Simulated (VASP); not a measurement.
# Be2C (Fm-3m) in VASP: notebook, part 2 of 2

VASP 6.6.1. The steps go on from the part before.

### 4 Single point, PBEsol (6.54 Å³/atom)

This run uses another cell than the first one, of 6.54 Å³/atom.

File INCAR:

```
SYSTEM = Be2C
PREC = Accurate
ENCUT = 600
EDIFF = 1E-6
ISMEAR = 0
SIGMA = 0.05
LREAL = .False.
LASPH = .True.
NELM = 120
ALGO = Normal
ISIF = 2
LWAVE = .False.
LCHARG = .False.
GGA = PS
NBANDS = 11
GGA_COMPAT = .False.
```

File KPOINTS:

```
Automatic mesh
0
Gamma
  10 10 10
  0 0 0
```

File POSCAR:

```
Be2C
1.0
    0.0000000000      2.1408419522      2.1408419522
    2.1408419522      0.0000000000      2.1408419522
    2.1408419522      2.1408419522      0.0000000000
Be C
2 1
Direct
    0.2500000000      0.2500000000      0.2500000000
    0.7500000000      0.7500000000      0.7500000000
    0.0000000000      0.0000000000      0.0000000000
```

Potentials or basis: VASP PAW PBE potentials, release 64 (Be, C).

On the command line:

```console
$ cat potpaw_PBE.64/Be/POTCAR potpaw_PBE.64/C/POTCAR > POTCAR
$ mpirun -np 1 vasp_std > vasp.out
```

OUTCAR:

```text
SYSTEM = Be2C
   PREC = Accurate
   ENCUT = 600
   EDIFF = 1E-6
   ISMEAR = 0
   LREAL = .False.
   LASPH = .True.
   NELM = 120
   ISIF = 2
   GGA = PS

 ion  position               nearest neighbor table
   1  0.250  0.250  0.250-   3 1.85   3 1.85   3 1.85   3 1.85   2 2.14   2 2.14   2 2.14   2 2.14
                             2 2.14   2 2.14
   2  0.750  0.750  0.750-   3 1.85   3 1.85   3 1.85   3 1.85   1 2.14   1 2.14   1 2.14   1 2.14
                             1 2.14   1 2.14
   3  0.000  0.000  0.000-   2 1.85   2 1.85   2 1.85   1 1.85   1 1.85   1 1.85   2 1.85   1 1.85

  LATTYP: Found a face centered cubic cell.
 ALAT       =     4.2816839044

  Lattice vectors:

 A1 = (   0.0000000000,   2.1408419522,   2.1408419522)
 A2 = (   2.1408419522,   0.0000000000,   2.1408419522)
 A3 = (   2.1408419522,   2.1408419522,   0.0000000000)

Analysis of symmetry for initial positions (statically):
=====================================================================
 Subroutine PRICEL returns:
 Original cell was already a primitive cell.

 Routine SETGRP: Setting up the symmetry group for a
 face centered cubic supercell.

 Subroutine GETGRP returns: Found 48 space group operations
 (whereof 48 operations were pure point group operations)
 out of a pool of 48 trial point group operations.

The static configuration has the point symmetry O_h .

Analysis of symmetry for dynamics (positions and initial velocities):
=====================================================================
 Subroutine PRICEL returns:
 Original cell was already a primitive cell.

 Routine SETGRP: Setting up the symmetry group for a
 face centered cubic supercell.

 Subroutine GETGRP returns: Found 48 space group operations
 (whereof 48 operations were pure point group operations)
 out of a pool of 48 trial point group operations.

The dynamic configuration has the point symmetry O_h .

 Subroutine INISYM returns: Found 48 space group operations
 (whereof 48 operations are pure point group operations),
 and found     1 'primitive' translations

----------------------------------------------------------------------------------------

                                     Primitive cell

[... 125 lines left out ...]
  energy-cutoff  :      600.00
  volume of cell :       19.62
 maximum number of plane-waves:       666
   NGX = 13   NGY = 13   NGZ = 13

 number of electron       8.0000000 magnetization

 Free energy of the ion-electron system (eV)
  ---------------------------------------------------
  ext. energy  EPLUGINS =         0.00000000
  ---------------------------------------------------
  free energy    TOTEN  =       -18.40567803 eV

  energy without entropy =      -18.40567803  energy(sigma->0) =      -18.40567803

 E-fermi :   8.2332     XC(G=0): -11.6430

 val. band max:        8.0184336103   @ k =   0.0000   0.0000   0.0000
 cond. band min:       9.0925993920   @ k =   0.5000   0.5000   0.0000
 fundamental gap:      1.0741657817
 Fermi energy:         8.2331791910

 k-point     1 :       0.0000    0.0000    0.0000
  band No.  band energies     occupation
      1      -7.2600      2.00000
      2       8.0184      2.00000
      3       8.0184      2.00000
      4       8.0184      2.00000
      5      12.1637      0.00000
      6      12.1637      0.00000
      7      12.1637      0.00000
      8      15.0924      0.00000
      9      21.3597      0.00000
     10      21.3597      0.00000
     11      21.3597      0.00000
[... 309 lines left out ...]
 k-point    24 :       0.4000    0.3000    0.0000
  band No.  band energies     occupation
      1      -4.7215      2.00000
      2       2.4161      2.00000
      3       3.7252      2.00000
      4       3.8542      2.00000
      5      10.6977      0.00000
      6      13.9527      0.00000
      7      18.4997      0.00000
      8      18.6927      0.00000
      9      22.3110      0.00000
     10      25.3138      0.00000
     11      26.0755      0.00000

 [... further k-points ...]

------------------------ aborting loop because EDIFF is reached ----------------------------------------

  FORCE on cell =-STRESS in cart. coord.  units (eV):
  Direction    XX          YY          ZZ          XY          YZ          ZX
  --------------------------------------------------------------------------------------
  -------------------------------------------------------------------------------------
  Total        0.6028990      0.6028990      0.6028990      0.0000000     -0.0000000      0.0000000
  in kB       49.2233678     49.2233678     49.2233678      0.0000000     -0.0000000      0.0000000
  external PRESSURE =      49.2233678 kB  Pullay stress =       0.0000000 kB

 VOLUME and BASIS-vectors are now :
 -----------------------------------------------------------------------------
  energy-cutoff  :      600.00
  volume of cell :       19.62
      direct lattice vectors                 reciprocal lattice vectors
     0.000000000  2.140841952  2.140841952    -0.233552972  0.233552972  0.233552972
     2.140841952  0.000000000  2.140841952     0.233552972 -0.233552972  0.233552972
     2.140841952  2.140841952  0.000000000     0.233552972  0.233552972 -0.233552972

 POSITION                                       TOTAL-FORCE (eV/Angst)
 -----------------------------------------------------------------------------------
      1.07042      1.07042      1.07042        -0.000000     -0.000000     -0.000000
      3.21126      3.21126      3.21126         0.000000      0.000000      0.000000
      0.00000      0.00000      0.00000         0.000000      0.000000     -0.000000
 -----------------------------------------------------------------------------------
    total drift:                               -0.000000     -0.000000     -0.000000

  FREE ENERGIE OF THE ION-ELECTRON SYSTEM (eV)
  ---------------------------------------------------
  free  energy   TOTEN  =       -18.4056780344 eV

  energy  without entropy=      -18.4056780344  energy(sigma->0) =      -18.40567803
```

stdout:

```text
POSCAR found type information on POSCAR BeC
 POSCAR found :  2 types and       3 ions
 scaLAPACK will be used
 -----------------------------------------------------------------------------
|                                                                             |
|                                                                             |
|     You enforced a specific xc type in the INCAR file but a different       |
|     I HOPE YOU KNOW WHAT YOU ARE DOING!                                     |
|                                                                             |
 -----------------------------------------------------------------------------

 LDA part: xc-table for (Slater+PW92), standard interpolation
 POSCAR, INCAR and KPOINTS ok, starting setup
 FFT: planning ... GRIDC
 FFT: planning ... GRID_SOFT
 FFT: planning ... GRID
 WAVECAR not read
 entering main loop
```

Run time: 8.6 s. Hardware: 1 thread of Intel Xeon 8259CL, shared host; peak memory 0.14 GiB.

Results:

- Free energy: -18.4057 eV
- Pressure: 4.9 GPa
- Band gap on the k mesh: 1.07 eV (least direct gap 4.15 eV)

Caveat: the cell stands under pressure; the PAW data sets were made with another functional, which shifts forces and pressure a little.

### 5 Single point, PBEsol (6.41 Å³/atom)

This run uses another cell than the first one, of 6.41 Å³/atom.

Edit INCAR of step 4 so:

```diff
@@ -12,4 +12,6 @@
 LWAVE = .False.
-LCHARG = .False.
+LCHARG = .True.
 GGA = PS
+LELF = .True.
+LVHAR = .True.
 NBANDS = 11
```

KPOINTS is that of step 4.

File POSCAR:

```
Be2C
1.0
    0.0000000000      2.1261781909      2.1261781909
    2.1261781909      0.0000000000      2.1261781909
    2.1261781909      2.1261781909      0.0000000000
Be C
2 1
Direct
    0.2500000000      0.2500000000      0.2500000000
    0.7500000000      0.7500000000      0.7500000000
    0.0000000000      0.0000000000      0.0000000000
```

On the command line:

```console
$ cat potpaw_PBE.64/Be/POTCAR potpaw_PBE.64/C/POTCAR > POTCAR
$ mpirun -np 1 vasp_std > vasp.out
```

Wall time 9.6 s (1 thread of Intel Xeon 8259CL, shared host); peak memory 0.14 GiB.

The run converged. Its results:

```yaml
Free_energy: -18.3871 eV
Pressure: 9.7 GPa
Band_gap_on_the_k_mesh: 1.08 eV (least direct gap 4.18 eV)
```

Levels at points of the mesh, in eV from the valence-band top:
| k point | band 2 | band 3 | band 4 | band 5 | band 6 | band 7 |
| --- | --- | --- | --- | --- | --- | --- |
| (0.00, 0.00, 0.00) | 0.00 | 0.00 | 0.00 | 4.18 | 4.18 | 4.18 |
| (0.50, 0.00, 0.00) | -9.11 | -1.93 | -1.93 | 5.05 | 5.05 | 7.60 |
| (0.50, 0.50, 0.00) | -6.98 | -4.98 | -4.98 | 1.08 | 6.10 | 13.79 |

Caveat: the cell stands under pressure; the PAW data sets were made with another functional, which shifts forces and pressure a little.

### 6 Single point, PBE+D3(BJ) (6.42 Å³/atom)

This run uses another cell than the first one, of 6.42 Å³/atom.

File INCAR:

```
ALGO     = Normal         # electronic algorithm
EDIFF    = 1E-6           # SCF threshold, eV
ENCUT    = 600            # plane-wave cutoff, eV
GGA      = PE             # functional
GGA_COMPAT= False        
ISIF     = 2              # what is computed and relaxed
ISMEAR   = 0              # smearing method
IVDW     = 12             # dispersion correction
LASPH    = True           # aspherical terms in the spheres
LCHARG   = False          # write CHGCAR
LREAL    = False          # projectors in reciprocal space
LWAVE    = False          # write WAVECAR
NBANDS   = 11             # bands
NELM     = 120            # most SCF steps
PREC     = Accurate       # precision mode
SIGMA    = 0.05           # smearing width, eV
```

File KPOINTS:

```
k-points
0
Gamma
  10 10 10
```

File POSCAR:

```
Be2C
1.0
    0.0000000000      2.1270913382      2.1270913382
    2.1270913382      0.0000000000      2.1270913382
    2.1270913382      2.1270913382      0.0000000000
Be C
2 1
Direct
    0.2500000000      0.2500000000      0.2500000000
    0.7500000000      0.7500000000      0.7500000000
    0.0000000000      0.0000000000      0.0000000000
```

Potentials or basis: VASP PAW PBE potentials, release 64 (Be, C).

On the command line:

```console
$ cat potpaw_PBE.64/Be/POTCAR potpaw_PBE.64/C/POTCAR > POTCAR
$ mpirun -np 1 vasp_std > vasp.out
```

Wall time 8.5 s (1 thread of Intel Xeon 8259CL, shared host); peak memory 0.15 GiB.

It converged, with:

```
Free energy                : -18.4066 eV
Pressure                   : 3.4 GPa
Band gap on the k mesh     : 1.18 eV (least direct gap 4.23 eV)
Dispersion energy per atom : -0.329 eV
```

Levels at points of the mesh, in eV from the valence-band top:
| k point | band 1 | band 2 | band 3 | band 4 | band 5 | band 6 | band 7 | band 8 | band 9 |
| --- | --- | --- | --- | --- | --- | --- | --- | --- | --- |
| (0.00, 0.00, 0.00) | -15.43 | 0.00 | 0.00 | 0.00 | 4.23 | 4.23 | 4.23 | 7.34 | 13.58 |
| (0.50, 0.00, 0.00) | -12.43 | -9.06 | -1.91 | -1.91 | 5.11 | 5.11 | 7.58 | 10.15 | 15.08 |
| (0.50, 0.50, 0.00) | -11.68 | -6.97 | -4.95 | -4.95 | 1.18 | 6.09 | 13.82 | 13.82 | 16.11 |

Caveat: the cell stands under pressure. As with any semilocal functional, this PBE gap is likely too small.

### 7 Overview

```csv
level,cell,gap on the mesh (eV),pressure (GPa)
PBEsol,"a = 3.043 Å, angles 60.0°, 3 atoms",1.07,1.6
PBEsol,"a = 3.048 Å, angles 60.0°, 3 atoms",1.07,0.6
PBEsol,"a = 3.028 Å, angles 60.0°, 3 atoms",1.07,4.9
PBEsol,"a = 3.007 Å, angles 60.0°, 3 atoms",1.08,9.7
PBE+D3(BJ),"a = 3.008 Å, angles 60.0°, 3 atoms",1.18,3.4
```

Alike in all rows: task single point; potentials or basis VASP PAW PBE potentials, release 64 (Be, C); no spin polarisation; k mesh 10 × 10 × 10; cutoff (eV) 600; smearing gaussian 0.05 eV.

Caveats: the PAW data sets were made with another functional, which shifts forces and pressure a little (at least some runs); the cell stands under pressure (at least some runs).

Total energies depend on the potentials used, so only differences within one code and one set of settings carry meaning.
